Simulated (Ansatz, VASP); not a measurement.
## Sn in VASP and in Ansatz

File INCAR:

```
SYSTEM = Sn
ALGO = Fast
EDIFF = 1E-6
ENCUT = 520
GGA = RP
ISIF = 2
ISMEAR = -1
LASPH = .TRUE.
LCHARG = .TRUE.
LELF = .TRUE.
LREAL = .FALSE.
LVHAR = .TRUE.
LWAVE = .FALSE.
NBANDS = 21
NELM = 80
PREC = Accurate
SIGMA = 0.05
```

The input KPOINTS:

```
k-points
0
G
  9 9 9
  0 0 0
```

The input POSCAR:

```
Sn
1.0
   -2.9401404553      2.9401404553      1.5993019889
    2.9401404553     -2.9401404553      1.5993019889
    2.9401404553      2.9401404553     -1.5993019889
Sn
2
Direct
    0.0000000000      0.0000000000      0.0000000000
    0.7500000000      0.2500000000      0.5000000000
```

input.yaml

```yaml
crystal:
  lattice:
    - [-2.9401404553, 2.9401404553, 1.5993019889]
    - [2.9401404553, -2.9401404553, 1.5993019889]
    - [2.9401404553, 2.9401404553, -1.5993019889]
  atoms:
    - { symbol: Sn, position: [0.0, 0.0, 0.0] }
    - { symbol: Sn, position: [0.75, 0.25, 0.5] }
kpoints:
  mp_grid: { grid: [9, 9, 9] }
  band_path:
    path:
      - [0.0, 0.0, 0.0]
      - [0.0, 0.0, 0.5]
      - [-0.5, 0.5, 0.5]
      - [0.0, 0.0, 0.0]
      - [0.3239715651, 0.3239715651, -0.3239715651]
      - [0.25, 0.25, 0.25]
      - [0.0, 0.5, 0.0]
      - [-0.3239715651, 0.6760284349, 0.3239715651]
    npoints: 8
scf:
  occupations: { method: fermi_dirac, width: 0.05 }
hamiltonian:
  xc: rpbe
  pseudopotentials: { kind: all_electron, lapw: { basis_error: 0.001 } }
output:
  forces: true
  stress: true
  eigenvalues: true
```

Alike in both runs: functional RPBE; k mesh 9 × 9 × 9; occupations fermi-dirac, width 0.05 eV; no spin polarisation.

```csv
,VASP,Ansatz
version,VASP 6.6.1,Ansatz 0.2.0
potentials or method,"VASP PAW PBE potentials, release 64 (Sn_d), cutoff 520 eV","all-electron LAPW, scalar-relativistic"
task,single point,band structure
```

```csv
,VASP,Ansatz,Ansatz less VASP
gap on the k mesh at the Fermi level (eV),none,none,-
pressure (GPa),2.9,2.9,+0.01
"traceless stress, the component that is largest in VASP (GPa)",-0.31,-0.30,+0.003
```

VASP's potentials were made for PBE, not for RPBE. A gap of «none» marks a metal or a gap that the smearing closes. Ansatz ran all-electron here, and VASP with PAW potentials.
